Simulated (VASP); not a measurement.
# B5W3 (Im-3m) in VASP: a series of runs

The runs below take B5W3 through single point, relaxation of cell and atoms, with PBE.

All numbers are computed with VASP 6.6.1; they aren't measurements. Logs are shortened: lines on timing, memory, paths and dates and some standing lists are left out, and cuts for length are marked.

## Step 1: The cell of the first run

Symmetry: Im-3m, No. 229, cubic system. The conventional cell has a = 5.450 Å, b = 5.450 Å, c = 5.450 Å, α = 90.00°, β = 90.00°, γ = 90.00°. B (site symmetry m-3m) has 8 B at 2.36 Å and 6 W at 2.72 Å within 3.1 Å. Within 3.1 Å of B (site symmetry -3m) lie 8 B at 2.36 to 2.72 Å and 6 W at 2.36 Å. Within 3.1 Å of W (site symmetry 4/mmm) lie 10 B at 2.36 to 2.72 Å and 4 W at 2.72 Å.

The cell was generated, and may not be a known phase.

## Step 2: Single point, PBE

INCAR reads:

```
ALGO     = Normal         # electronic algorithm
EDIFF    = 1E-6           # SCF threshold, eV
ENCUT    = 520            # plane-wave cutoff, eV
GGA      = PE             # functional
ISIF     = 2              # what is computed and relaxed
ISMEAR   = 0              # smearing method
LASPH    = True           # aspherical terms in the spheres
LCHARG   = False          # write CHGCAR
LREAL    = False          # projectors in reciprocal space
LWAVE    = False          # write WAVECAR
NBANDS   = 38             # bands
NELM     = 60             # most SCF steps
PREC     = Accurate       # precision mode
SIGMA    = 0.1            # smearing width, eV
```

KPOINTS reads:

```
k-points
0
Gamma
  10 10 10
```

POSCAR reads:

```
B5W3
1.0
   -2.7247939461      2.7247939461      2.7247939461
    2.7247939461     -2.7247939461      2.7247939461
    2.7247939461      2.7247939461     -2.7247939461
B W
5 3
Direct
    0.0000000000      0.0000000000      0.0000000000
    0.0000000000      0.0000000000      0.5000000000
    0.0000000000      0.5000000000      0.0000000000
    0.5000000000      0.0000000000      0.0000000000
    0.5000000000      0.5000000000      0.5000000000
    0.0000000000      0.5000000000      0.5000000000
    0.5000000000      0.5000000000      0.0000000000
    0.5000000000      0.0000000000      0.5000000000
```

Potentials or basis: VASP PAW PBE potentials, release 64 (B, W_sv).

Launch:

```console
cat potpaw_PBE.64/B/POTCAR potpaw_PBE.64/W_sv/POTCAR > POTCAR
mpirun -np 1 vasp_std > vasp.out
```

OUTCAR:

```text
EDIFF = 1E-6
   ENCUT = 520
   GGA = PE
   ISIF = 2
   ISMEAR = 0
   LASPH = True
   LREAL = False
   NELM = 60
   PREC = Accurate

 ion  position               nearest neighbor table
   1  0.000  0.000  0.000-   6 2.72   7 2.72   8 2.72   6 2.72   8 2.72   7 2.72
   2  0.000  0.000  0.500-   6 2.36   7 2.36   8 2.36   6 2.36   8 2.36   7 2.36
   3  0.000  0.500  0.000-   6 2.36   7 2.36   8 2.36   6 2.36   7 2.36   8 2.36
   4  0.500  0.000  0.000-   6 2.36   7 2.36   8 2.36   8 2.36   7 2.36   6 2.36
   5  0.500  0.500  0.500-   6 2.36   7 2.36   8 2.36   7 2.36   8 2.36   6 2.36
   6  0.000  0.500  0.500-   2 2.36   3 2.36   4 2.36   5 2.36   3 2.36   2 2.36   5 2.36   4 2.36
                             7 2.72   1 2.72   8 2.72   7 2.72   8 2.72   1 2.72
   7  0.500  0.500  0.000-   2 2.36   3 2.36   4 2.36   5 2.36   5 2.36   4 2.36   3 2.36   2 2.36
                             6 2.72   8 2.72   8 2.72   6 2.72   1 2.72   1 2.72
   8  0.500  0.000  0.500-   2 2.36   3 2.36   4 2.36   5 2.36   4 2.36   5 2.36   2 2.36   3 2.36
                             6 2.72   7 2.72   7 2.72   1 2.72   6 2.72   1 2.72

  LATTYP: Found a body centered cubic cell.
 ALAT       =     5.4495878922

  Lattice vectors:

 A1 = (  -2.7247939461,   2.7247939461,   2.7247939461)
 A2 = (   2.7247939461,  -2.7247939461,   2.7247939461)
 A3 = (   2.7247939461,   2.7247939461,  -2.7247939461)

Analysis of symmetry for initial positions (statically):
=====================================================================
 Subroutine PRICEL returns:
 Original cell was already a primitive cell.

 Routine SETGRP: Setting up the symmetry group for a
 body centered cubic supercell.

 Subroutine GETGRP returns: Found 48 space group operations
 (whereof 48 operations were pure point group operations)
 out of a pool of 48 trial point group operations.

The static configuration has the point symmetry O_h .

Analysis of symmetry for dynamics (positions and initial velocities):
=====================================================================
 Subroutine PRICEL returns:
 Original cell was already a primitive cell.

 Routine SETGRP: Setting up the symmetry group for a
 body centered cubic supercell.

 Subroutine GETGRP returns: Found 48 space group operations
 (whereof 48 operations were pure point group operations)
 out of a pool of 48 trial point group operations.

The dynamic configuration has the point symmetry O_h .

 Subroutine INISYM returns: Found 48 space group operations
 (whereof 48 operations are pure point group operations),
 and found     1 'primitive' translations

----------------------------------------------------------------------------------------

                                     Primitive cell

  volume of cell :      80.9210

  direct lattice vectors                    reciprocal lattice vectors
    -2.724793946  2.724793946  2.724793946     0.000000000  0.183500114  0.183500114
     2.724793946 -2.724793946  2.724793946     0.183500114  0.000000000  0.183500114
     2.724793946  2.724793946 -2.724793946     0.183500114  0.183500114  0.000000000

  length of vectors
     4.719481555  4.719481555  4.719481555     0.259508350  0.259508350  0.259508350

  position of ions in fractional coordinates (direct lattice)
     0.000000000  0.000000000  0.000000000
     0.000000000  0.000000000  0.500000000
     0.000000000  0.500000000  0.000000000
     0.500000000  0.000000000  0.000000000
     0.500000000  0.500000000  0.500000000
     0.000000000  0.500000000  0.500000000
     0.500000000  0.500000000  0.000000000
     0.500000000  0.000000000  0.500000000

  ion indices of the primitive-cell ions
   primitive index   ion index
                 1           1
                 2           2
                 3           3
                 4           4
                 5           5
                 6           6
                 7           7
                 8           8

----------------------------------------------------------------------------------------

 KPOINTS: k-points

Automatic generation of k-mesh.
 Grid dimensions read from file:
 generate k-points for:   10   10   10

 Generating k-lattice:

  Cartesian coordinates                     Fractional coordinates (reciprocal lattice)
     0.000000000  0.018350011  0.018350011     0.100000000  0.000000000  0.000000000
     0.018350011  0.000000000  0.018350011     0.000000000  0.100000000  0.000000000
     0.018350011  0.018350011  0.000000000     0.000000000  0.000000000  0.100000000

  Length of vectors
     0.025950835  0.025950835  0.025950835

  Shift w.r.t. Gamma in fractional coordinates (k-lattice)
     0.000000000  0.000000000  0.000000000

 Subroutine IBZKPT returns following result:
 ===========================================

 Found     47 irreducible k-points:

 Following reciprocal coordinates:
            Coordinates               Weight
  0.000000  0.000000  0.000000      1.000000
  0.100000  0.000000  0.000000     12.000000
  0.200000  0.000000  0.000000     12.000000
  0.300000  0.000000  0.000000     12.000000
  0.400000  0.000000  0.000000     12.000000
  0.500000  0.000000  0.000000      6.000000
[... 16 lines left out ...]
  0.300000  0.300000  0.100000      8.000000
 -0.300000  0.300000  0.100000     24.000000
 [... further k-points ...]
   k-points           NKPTS =     47   k-points in BZ     NKDIM =     47   number of bands    NBANDS=     38
   number of dos      NEDOS =    301   number of ions     NIONS =      8
   total plane-waves  NPLWV =  46656
   dimension x,y,z NGX =    36 NGY =   36 NGZ =   36
   dimension x,y,z NGXF=    72 NGYF=   72 NGZF=   72
   ions per type =               5   3
   NGX,Y,Z   is equivalent  to a cutoff of  12.68, 12.68, 12.68 a.u.
   NGXF,Y,Z  is equivalent  to a cutoff of  25.36, 25.36, 25.36 a.u.
 SYSTEM =  unknown system
   PREC   = accura    normal or accurate (medium, high low for compatibility)
   ISTART =      0    job   : 0-new  1-cont  2-samecut
   ICHARG =      2    charge: 1-file 2-atom 10-const
   ISPIN  =      1    spin polarized calculation?
   LNONCOLLINEAR =      F non collinear calculations
   LSORBIT =      F    spin-orbit coupling
   LASPH  =      T    aspherical Exc in radial PAW
   ENCUT  =  520.0 eV  38.22 Ry    6.18 a.u.   8.78  8.78  8.78*2*pi/ulx,y,z
   NELM   =     60;   NELMIN=  2; NELMDL= -5     # of ELM steps
   EDIFF  = 0.1E-05   stopping-criterion for ELM
   LREAL  =      F    real-space projection
[... 7 lines left out ...]
   TEBEG  =    0.0;   TEEND  =   0.0 temperature during run
   PSTRESS=    0.0 pullay stress
   NELECT =      57.0000    total number of electrons
   NUPDOWN=      -1.0000    fix difference up-down
   EMIN   =  10.00;   EMAX   =-10.00  energy-range for DOS
   EFERMI =   0.00;   METHOD = LEGACY
   ISMEAR =     0;   SIGMA  =   0.10  broadening in eV -4-tet -1-fermi 0-gaus
   EFERMI_NEDOS =   21; number of points for ismear=-14 and -15
   IALGO  =     38    algorithm
   IMIX   =      4    mixing-type and parameters
     AMIX     =   0.40;   BMIX     =  1.00
     AMIX_MAG =   1.60;   BMIX_MAG =  1.00
  volume/ion in A,a.u.               =      10.12        68.26
  Fermi-wavevector in a.u.,A,eV,Ry     =   1.456620  2.752612 28.868030  2.121740
  Thomas-Fermi vector in A             =   2.573516
   LORBIT       =      0    0 simple, 1 ext, 2 COOP (PROOUT), +10 PAW based schemes
   GGA     = PE    functional components
   LHFCALC =     F    Hartree Fock is set to
   AEXX    =    0.0000 exact exchange contribution
   IVDW    =     0    specifies the selected vdW correction
   LEPSILON=     F    determine dielectric tensor
   LRPA    =     F    only Hartree local field effects (RPA)
 non-spin polarized calculation
 Gauss-broadening in eV      SIGMA  =   0.10
  energy-cutoff  :      520.00
  volume of cell :       80.92
 maximum number of plane-waves:      2214
   NGX = 17   NGY = 17   NGZ = 17

 number of electron      57.0000009 magnetization

 Free energy of the ion-electron system (eV)
  ---------------------------------------------------
  ext. energy  EPLUGINS =         0.00000000
  ---------------------------------------------------
  free energy    TOTEN  =       -66.81386720 eV

  energy without entropy =      -66.79403548  energy(sigma->0) =      -66.80395134

 E-fermi :  10.1341     XC(G=0): -13.1337

 val. band max:       10.1231610879   @ k =   0.1000   0.1000   0.0000
 cond. band min:      10.1346307010   @ k =   0.1000   0.0000   0.0000
 fundamental gap:      0.0114696131
 Fermi energy:        10.1340687044

 k-point     1 :       0.0000    0.0000    0.0000
  band No.  band energies     occupation
      1     -63.9987      2.00000
      2     -63.8998      2.00000
      3     -63.8998      2.00000
      4     -28.7206      2.00000
      5     -28.7206      2.00000
      6     -28.7206      2.00000
[... 30 lines left out ...]
     37      12.7867      0.00000
     38      14.4268      0.00000

 k-point     2 :       0.1000    0.0000    0.0000
  band No.  band energies     occupation
      1     -63.9965      2.00000
      2     -63.9019      2.00000
      3     -63.8998      2.00000
      4     -28.7209      2.00000
      5     -28.6992      2.00000
      6     -28.6978      2.00000
[... 30 lines left out ...]
     37      13.3212      0.00000
     38      14.2326      0.00000

 k-point     3 :       0.2000    0.0000    0.0000
  band No.  band energies     occupation
      1     -63.9903      2.00000
      2     -63.9081      2.00000
      3     -63.9000      2.00000
      4     -28.7215      2.00000
      5     -28.6367      2.00000
      6     -28.6315      2.00000
[... 30 lines left out ...]
     37      13.8998      0.00000
[... 781 lines left out ...]
 k-point    23 :       0.3000    0.3000    0.1000
  band No.  band energies     occupation
      1     -63.9429      2.00000
      2     -63.9429      2.00000
      3     -63.9129      2.00000
      4     -28.4234      2.00000
      5     -28.4019      2.00000
      6     -28.4019      2.00000
[... 30 lines left out ...]
     37      14.3874      0.00000
     38      14.7315      0.00000

 k-point    24 :      -0.3000    0.3000    0.1000
  band No.  band energies     occupation
      1     -63.9803      2.00000
      2     -63.9227      2.00000
      3     -63.8955      2.00000
      4     -28.7239      2.00000
      5     -28.6384      2.00000
      6     -28.4013      2.00000
[... 30 lines left out ...]
     37      14.4262      0.00000
     38      14.7069      0.00000

 [... further k-points ...]
[... 5 lines left out ...]
  --------------------------------------------------------------------------------------
  -------------------------------------------------------------------------------------
  Total        0.2832458      0.2832458      0.2832458     -0.0000000      0.0000000      0.0000000
  in kB        5.6080661      5.6080661      5.6080661     -0.0000000      0.0000000      0.0000000
  external PRESSURE =       5.6080661 kB  Pullay stress =       0.0000000 kB

 VOLUME and BASIS-vectors are now :
 -----------------------------------------------------------------------------
  energy-cutoff  :      520.00
  volume of cell :       80.92
      direct lattice vectors                 reciprocal lattice vectors
    -2.724793946  2.724793946  2.724793946     0.000000000  0.183500114  0.183500114
     2.724793946 -2.724793946  2.724793946     0.183500114  0.000000000  0.183500114
     2.724793946  2.724793946 -2.724793946     0.183500114  0.183500114  0.000000000

 POSITION                                       TOTAL-FORCE (eV/Angst)
 -----------------------------------------------------------------------------------
      0.00000      0.00000      0.00000        -0.000000      0.000000     -0.000000
      1.36240      1.36240     -1.36240        -0.000000      0.000000     -0.000000
      1.36240     -1.36240      1.36240        -0.000000      0.000000      0.000000
     -1.36240      1.36240      1.36240        -0.000000      0.000000      0.000000
      1.36240      1.36240      1.36240        -0.000000      0.000000     -0.000000
      2.72479      0.00000      0.00000        -0.000000     -0.000000      0.000000
      0.00000      0.00000      2.72479         0.000000      0.000000      0.000000
      0.00000      2.72479      0.00000         0.000000     -0.000000     -0.000000
 -----------------------------------------------------------------------------------
    total drift:                                0.000000      0.000000     -0.000000

  FREE ENERGIE OF THE ION-ELECTRON SYSTEM (eV)
  ---------------------------------------------------
  free  energy   TOTEN  =       -66.8138672015 eV

  energy  without entropy=      -66.7940354770  energy(sigma->0) =      -66.80395134
```

Run time: 4.2 min. Hardware: 1 thread of Intel Xeon 8259CL, shared host; peak memory 0.27 GiB.

What came out:

```
Free energy            : -66.8139 eV
Pressure               : 0.6 GPa
Band gap on the k mesh : zero (an odd number of electrons rules out a gap without spin polarisation)
```

Caveat: spin-orbit coupling is left out, which moves the levels of the heavy elements; an odd number of electrons without spin polarisation forces a metal; a magnetic or distorted state may lie lower.

[end of part 1 of 2]
